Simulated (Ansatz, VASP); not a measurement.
Two plane-wave programs on Cs

INCAR

```
PREC = Accurate
ENCUT = 520
EDIFF = 1E-7
ISMEAR = 1
SIGMA = 0.011
LREAL = F
LASPH = T
NELM = 100
ALGO = Normal
ISIF = 2
LWAVE = F
LCHARG = T
GGA = PE
LELF = T
LVHAR = T
NBANDS = 10
```

KPOINTS

```
regular mesh
0
Gamma
  4 4 4
```

Contents of POSCAR:

```
Cs
1.0
   -3.1284650614      3.1284650614      3.1284650614
    3.1284650614     -3.1284650614      3.1284650614
    3.1284650614      3.1284650614     -3.1284650614
Cs
1
Direct
    0.0000000000      0.0000000000      0.0000000000
```

Input for Ansatz:

```yaml
crystal:
  lattice:
    - [-3.1284650614, 3.1284650614, 3.1284650614]
    - [3.1284650614, -3.1284650614, 3.1284650614]
    - [3.1284650614, 3.1284650614, -3.1284650614]
  atoms:
    - { symbol: Cs, position: [0.0, 0.0, 0.0] }
basis:
  ecutwfc: 420
kpoints:
  mp_grid: { grid: [4, 4, 4] }
hamiltonian:
  xc: pbe
scf:
  occupations: { method: cold, width: 0.011 }
output:
  forces: true
  stress: true
  eigenvalues: true
```

Alike in both runs: task single point; functional PBE; k mesh 4 × 4 × 4; no spin polarisation.

```csv
,VASP,Ansatz
version,VASP 6.6.1,Ansatz 0.2.0
potentials or method,"VASP PAW PBE potentials, release 64 (Cs_sv), cutoff 520 eV","scalar-relativistic, plane waves, PAW"
occupations,"methfessel-paxton of order 1, width 0.011 eV","cold, width 0.011 eV"
valence electrons in the cell,9,9
```

|  | VASP | Ansatz | Ansatz less VASP |
| --- | --- | --- | --- |
| gap on the k mesh at the Fermi level (eV) | none | none | - |
| pressure (GPa) | 0.0 | 0.0 | +0.01 |

A gap of «none» marks a metal or a gap that the smearing closes.

Spin-orbit coupling is off throughout.
